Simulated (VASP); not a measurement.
# SrSiH6 (P-1) in VASP: single point with PBEsol

Aim: the single point of SrSiH6 with PBEsol.

All numbers are computed with VASP 6.6.1; they aren't measurements. Logs are shortened: lines on timing, memory, paths and dates and some standing lists are left out, and cuts for length are marked.

**1. The cell of the first run**

The typed cell holds 8 atoms: a = 5.614 Å, b = 4.635 Å, c = 4.165 Å, α = 63.79°, β = 51.53°, γ = 67.32°.

**2. Single point, PBEsol**

Input file INCAR:

```
  PREC = Accurate
  ENCUT = 520
  EDIFF = 1E-7
  ISMEAR = -1
  SIGMA = 0.05
  LREAL = F
  LASPH = T
  NELM = 80
  ALGO = Normal
  ISIF = 2
  LWAVE = F
  LCHARG = F
  GGA = PS
  NBANDS = 20
```

Input file KPOINTS:

```
Automatic mesh
0
Gamma
  4 4 4
```

Input file POSCAR:

```
SrSiH6
1.0
   -0.4665059711      4.2334848585      3.6571672325
    3.1349396582     -0.2272626525      3.4069344094
    2.4735999746      3.3210868388      0.4482362659
Sr Si H
1 1 6
Direct
    0.4996416303      0.5100780462      0.4985440552
   -0.0003448337      0.0100617199     -0.0014668758
    0.7149169715     -0.0892011454      0.4803284723
    0.2843918287      1.1093427666      0.5167411206
    0.2290115623      0.7086825102      0.1155250596
    0.7702932772      0.3114472459      0.8815574003
    0.0569328405      0.2371296095      1.1372293097
    0.9423612470      0.7829979136     -0.1401532023
```

Potentials or basis: VASP PAW PBE potentials, release 64 (Sr_sv, Si, H).

Command:

```sh
$ cat potpaw_PBE.64/Sr_sv/POTCAR potpaw_PBE.64/Si/POTCAR potpaw_PBE.64/H/POTCAR > POTCAR
$ mpirun -np 1 vasp_std > vasp.out
```

OUTCAR:

```text
PREC = Accurate
   ENCUT = 520
   EDIFF = 1E-7
   ISMEAR = -1
   LREAL = F
   LASPH = T
   NELM = 80
   ISIF = 2
   GGA = PS

 ion  position               nearest neighbor table
   1  0.500  0.510  0.499-   5 2.43   6 2.43   8 2.47   7 2.47   5 2.52   6 2.52   4 2.53   3 2.53
                             8 2.53   7 2.53   4 2.58   3 2.58   2 3.09   2 3.09   2 3.33   2 3.33
   2  1.000  0.010  0.999-   3 1.60   4 1.60   7 1.60   8 1.60   5 1.62   6 1.62   1 3.09   1 3.09
                             1 3.33   1 3.33   1 3.95   1 3.95
   3  0.715  0.911  0.480-   2 1.60   1 2.53   1 2.58
   4  0.284  0.109  0.517-   2 1.60   1 2.53   1 2.58
   5  0.229  0.709  0.116-   2 1.62   1 2.43   1 2.52
   6  0.770  0.311  0.882-   2 1.62   1 2.43   1 2.52
   7  0.057  0.237  0.137-   2 1.60   1 2.47   1 2.53
   8  0.942  0.783  0.860-   2 1.60   1 2.47   1 2.53

  LATTYP: Found a triclinic cell.
 ALAT       =     4.1652407344
 B/A-ratio  =     2.1238193341
 C/A-ratio  =     1.1204932853
 COS(alpha) =     0.0042356715
 COS(beta)  =     0.4538286555
 COS(gamma) =     0.7783697611

  Lattice vectors:

 A1 = (   2.4735999746,   3.3210868388,   0.4482362659)
 A2 = (   8.5486455785,   2.1814261666,   0.6462397087)
 A3 = (  -0.6613396836,   3.5483494913,  -2.9586981435)

Analysis of symmetry for initial positions (statically):
=====================================================================
 Subroutine PRICEL returns:
 Original cell was already a primitive cell.

 Routine SETGRP: Setting up the symmetry group for a
 triclinic supercell.

 Subroutine GETGRP returns: Found  1 space group operations
 (whereof  1 operations were pure point group operations)
 out of a pool of  2 trial point group operations.

The static configuration has the point symmetry C_1 .

Analysis of symmetry for dynamics (positions and initial velocities):
=====================================================================
 Subroutine PRICEL returns:
 Original cell was already a primitive cell.

 Routine SETGRP: Setting up the symmetry group for a
 triclinic supercell.

 Subroutine GETGRP returns: Found  1 space group operations
 (whereof  1 operations were pure point group operations)
 out of a pool of  2 trial point group operations.

The dynamic configuration has the point symmetry C_1 .

 Subroutine INISYM returns: Found  1 space group operations
 (whereof  1 operations are pure point group operations),
 and found     1 'primitive' translations

----------------------------------------------------------------------------------------

                                     Primitive cell

  volume of cell :      75.1864

  direct lattice vectors                    reciprocal lattice vectors
    -0.466505971  4.233484858  3.657167232    -0.151843768  0.093397150  0.145951367
     3.134939658 -0.227262652  3.406934409     0.136303414 -0.123100304  0.159885943
     2.473599975  3.321086839  0.448236266     0.202886886  0.173626438 -0.175107375

  length of vectors
     5.613812789  4.635374531  4.165240734     0.230393921  0.243507331  0.319330270

  position of ions in fractional coordinates (direct lattice)
     0.499641630  0.510078046  0.498544055
     0.999655166  0.010061720  0.998533124
     0.714916972  0.910798855  0.480328472
     0.284391829  0.109342767  0.516741121
     0.229011562  0.708682510  0.115525060
     0.770293277  0.311447246  0.881557400
     0.056932840  0.237129610  0.137229310
     0.942361247  0.782997914  0.859846798

  ion indices of the primitive-cell ions
   primitive index   ion index
                 1           1
                 2           2
                 3           3
                 4           4
                 5           5
                 6           6
                 7           7
                 8           8

----------------------------------------------------------------------------------------

 KPOINTS: Automatic mesh

Automatic generation of k-mesh.
 Grid dimensions read from file:
 generate k-points for:    4    4    4

 Generating k-lattice:

  Cartesian coordinates                     Fractional coordinates (reciprocal lattice)
    -0.037960942  0.023349287  0.036487842     0.250000000  0.000000000  0.000000000
     0.034075854 -0.030775076  0.039971486    -0.000000000  0.250000000 -0.000000000
     0.050721722  0.043406610 -0.043776844     0.000000000  0.000000000  0.250000000

  Length of vectors
     0.057598480  0.060876833  0.079832568

  Shift w.r.t. Gamma in fractional coordinates (k-lattice)
     0.000000000  0.000000000  0.000000000

 Subroutine IBZKPT returns following result:
 ===========================================

 Found     36 irreducible k-points:

 Following reciprocal coordinates:
            Coordinates               Weight
  0.000000  0.000000  0.000000      1.000000
  0.250000  0.000000 -0.000000      2.000000
  0.500000  0.000000 -0.000000      1.000000
  0.000000  0.250000  0.000000      2.000000
  0.250000  0.250000  0.000000      2.000000
  0.500000  0.250000  0.000000      2.000000
[... 16 lines left out ...]
 -0.000000 -0.250000  0.250000      2.000000
  0.250000 -0.250000  0.250000      2.000000
 [... further k-points ...]
   k-points           NKPTS =     36   k-points in BZ     NKDIM =     36   number of bands    NBANDS=     20
   number of dos      NEDOS =    301   number of ions     NIONS =      8
   total plane-waves  NPLWV =  48384
   dimension x,y,z NGX =    42 NGY =   36 NGZ =   32
   dimension x,y,z NGXF=    84 NGYF=   72 NGZF=   64
   ions per type =               1   1   6
   NGX,Y,Z   is equivalent  to a cutoff of  12.44, 12.91, 12.77 a.u.
   NGXF,Y,Z  is equivalent  to a cutoff of  24.88, 25.82, 25.54 a.u.
 SYSTEM =  unknown system
   PREC   = accura    normal or accurate (medium, high low for compatibility)
   ISTART =      0    job   : 0-new  1-cont  2-samecut
   ICHARG =      2    charge: 1-file 2-atom 10-const
   ISPIN  =      1    spin polarized calculation?
   LNONCOLLINEAR =      F non collinear calculations
   LSORBIT =      F    spin-orbit coupling
   LASPH  =      T    aspherical Exc in radial PAW
   ENCUT  =  520.0 eV  38.22 Ry    6.18 a.u.  10.44  8.62  7.74*2*pi/ulx,y,z
   NELM   =     80;   NELMIN=  2; NELMDL= -5     # of ELM steps
   EDIFF  = 0.1E-06   stopping-criterion for ELM
   LREAL  =      F    real-space projection
   EDIFFG = 0.1E-05   stopping-criterion for IOM
   NSW    =      0    number of steps for IOM
   IBRION =     -1    ionic relax: 0-MD 1-quasi-New 2-CG
   NFREE  =      0    steps in history (QN), initial steepest desc. (CG)
   ISIF   =      2    stress and relaxation
   ISYM   =      2    0-nonsym 1-usesym 2-fastsym
   POTIM  = 0.5000    time-step for ionic-motion
   TEBEG  =    0.0;   TEEND  =   0.0 temperature during run
   PSTRESS=    0.0 pullay stress
   NELECT =      20.0000    total number of electrons
   NUPDOWN=      -1.0000    fix difference up-down
   EMIN   =  10.00;   EMAX   =-10.00  energy-range for DOS
   EFERMI =   0.00;   METHOD = LEGACY
   ISMEAR =    -1;   SIGMA  =   0.05  broadening in eV -4-tet -1-fermi 0-gaus
   EFERMI_NEDOS =   21; number of points for ismear=-14 and -15
   IALGO  =     38    algorithm
   IMIX   =      4    mixing-type and parameters
     AMIX     =   0.40;   BMIX     =  1.00
     AMIX_MAG =   1.60;   BMIX_MAG =  1.00
  volume/ion in A,a.u.               =       9.40        63.42
  Fermi-wavevector in a.u.,A,eV,Ry     =   1.052862  1.989622 15.082322  1.108519
  Thomas-Fermi vector in A             =   2.187962
   LORBIT       =      0    0 simple, 1 ext, 2 COOP (PROOUT), +10 PAW based schemes
   GGA     = PS    functional components
   LHFCALC =     F    Hartree Fock is set to
   AEXX    =    0.0000 exact exchange contribution
   IVDW    =     0    specifies the selected vdW correction
   LEPSILON=     F    determine dielectric tensor
   LRPA    =     F    only Hartree local field effects (RPA)
 non-spin polarized calculation
  energy-cutoff  :      520.00
  volume of cell :       75.19
 maximum number of plane-waves:      2039
 NGX is ok and might be reduce to    42
   NGX = 21   NGY = 17   NGZ = 15

 number of electron      20.0000000 magnetization

 Free energy of the ion-electron system (eV)
  ---------------------------------------------------
  ext. energy  EPLUGINS =         0.00000000
  ---------------------------------------------------
  free energy    TOTEN  =       -29.04719022 eV

  energy without entropy =      -29.04719020  energy(sigma->0) =      -29.04719021

 E-fermi :   2.7767     XC(G=0):  -9.3080

 val. band max:        2.0396935348   @ k =   0.5000   0.5000   0.0000
 cond. band min:       3.5094409221   @ k =   0.0000   0.0000   0.0000
 fundamental gap:      1.4697473873
 Fermi energy:         2.7767333561

 k-point     1 :       0.0000    0.0000    0.0000
  band No.  band energies     occupation
      1     -32.3513      2.00000
      2     -14.4881      2.00000
      3     -14.4113      2.00000
      4     -14.3352      2.00000
      5      -8.3551      2.00000
      6      -1.6998      2.00000
[... 12 lines left out ...]
     19      11.2158      0.00000
     20      11.5938      0.00000

 k-point     2 :       0.2500    0.0000   -0.0000
  band No.  band energies     occupation
      1     -32.3489      2.00000
      2     -14.5523      2.00000
      3     -14.4419      2.00000
      4     -14.3320      2.00000
      5      -7.9183      2.00000
      6      -3.1731      2.00000
[... 12 lines left out ...]
     19      10.5522      0.00000
     20      12.5656      0.00000
[... 465 lines left out ...]
      3     -14.4942      2.00000
      4     -14.4332      2.00000
      5      -7.3368      2.00000
      6      -3.1292      2.00000
[... 12 lines left out ...]
     19      11.1010      0.00000
     20      12.3537      0.00000

 k-point    24 :       0.2500   -0.2500    0.2500
  band No.  band energies     occupation
      1     -32.3439      2.00000
      2     -14.5708      2.00000
      3     -14.4598      2.00000
      4     -14.4012      2.00000
      5      -7.4035      2.00000
      6      -3.3773      2.00000
[... 12 lines left out ...]
     19      11.1879      0.00000
     20      12.1298      0.00000

 [... further k-points ...]

------------------------ aborting loop because EDIFF is reached ----------------------------------------

  FORCE on cell =-STRESS in cart. coord.  units (eV):
  Direction    XX          YY          ZZ          XY          YZ          ZX
  --------------------------------------------------------------------------------------
  -------------------------------------------------------------------------------------
  Total        0.0647191     -0.0113034      0.0278189     -0.0123581      0.0143511      0.0007669
  in kB        1.3791243     -0.2408687      0.5928046     -0.2633436      0.3058139      0.0163422
  external PRESSURE =       0.5770201 kB  Pullay stress =       0.0000000 kB

 VOLUME and BASIS-vectors are now :
 -----------------------------------------------------------------------------
  energy-cutoff  :      520.00
  volume of cell :       75.19
      direct lattice vectors                 reciprocal lattice vectors
    -0.466505971  4.233484858  3.657167232    -0.151843768  0.093397150  0.145951367
     3.134939658 -0.227262652  3.406934409     0.136303414 -0.123100304  0.159885943
     2.473599975  3.321086839  0.448236266     0.202886886  0.173626438 -0.175107375

 POSITION                                       TOTAL-FORCE (eV/Angst)
 -----------------------------------------------------------------------------------
      2.59918      3.65501      3.78854        -0.000412      0.000144     -0.000011
      2.03517      7.54595      4.13776         0.000671     -0.000155      0.000044
      3.70993      4.41481      5.93290        -0.001736      0.007395      0.004211
      1.48832      2.89526      1.64421         0.001614     -0.007418     -0.004473
      2.40060      1.19213      3.30375         0.007422     -0.001458     -0.002324
      2.79764      6.11797      4.27332        -0.007535      0.001278      0.002253
      1.05628      0.64288      1.07761        -0.001813      0.004682     -0.004688
      4.14195      6.66715      6.49941         0.001789     -0.004467      0.004988
 -----------------------------------------------------------------------------------
    total drift:                               -0.000024     -0.000016     -0.000048

  FREE ENERGIE OF THE ION-ELECTRON SYSTEM (eV)
  ---------------------------------------------------
  free  energy   TOTEN  =       -29.0471902236 eV

  energy  without entropy=      -29.0471902022  energy(sigma->0) =      -29.04719021
```

It took 2 min on 1 thread of Oxide Virtual Turin-like, shared host; peak memory 0.21 GiB.

Results:

| Item | Value |
| --- | --- |
| Free energy | -29.0472 eV |
| Pressure | 0.1 GPa |
| Largest force | 0.009 eV/Å |
| Band gap on the k mesh | 1.47 eV (least direct gap 3.12 eV) |

Forces on the atoms (eV/Å):
```
Sr   0.000  0.000  0.000
Si   0.001  0.000  0.000
H   -0.002  0.007  0.004
H    0.002 -0.007 -0.004
H    0.007 -0.001 -0.002
H   -0.008  0.001  0.002
H   -0.002  0.005 -0.005
H    0.002 -0.004  0.005
```

Stress tensor (GPa, compression positive):
```
 0.14 -0.03  0.00
-0.03 -0.02  0.03
 0.00  0.03  0.06
```

Levels at points of the mesh, in eV from the valence-band top:
| k point | band 8 | band 9 | band 10 | band 11 | band 12 | band 13 |
| --- | --- | --- | --- | --- | --- | --- |
| (0.00, 0.00, 0.00) | -3.06 | -2.54 | -1.65 | 1.47 | 2.94 | 4.23 |
| (0.50, 0.00, 0.00) | -3.36 | -0.76 | -0.33 | 2.97 | 3.22 | 3.92 |
| (0.00, 0.50, 0.00) | -3.84 | -1.18 | -0.56 | 3.35 | 3.42 | 4.70 |
| (0.50, 0.50, 0.00) | -3.42 | -3.01 | 0.00 | 3.16 | 4.35 | 5.57 |
| (0.00, 0.00, 0.50) | -4.22 | -2.19 | -1.43 | 4.29 | 5.03 | 5.28 |
| (0.50, 0.00, 0.50) | -3.17 | -3.08 | -1.63 | 3.44 | 3.75 | 5.10 |
| (0.00, 0.50, 0.50) | -3.74 | -2.12 | -1.72 | 3.14 | 4.45 | 5.13 |
| (0.50, 0.50, 0.50) | -3.80 | -1.95 | -1.00 | 2.89 | 4.32 | 4.66 |

Caveat: the k points lie up to 0.42 Å⁻¹ apart; the PAW data sets were made with another functional, which shifts forces and pressure a little.
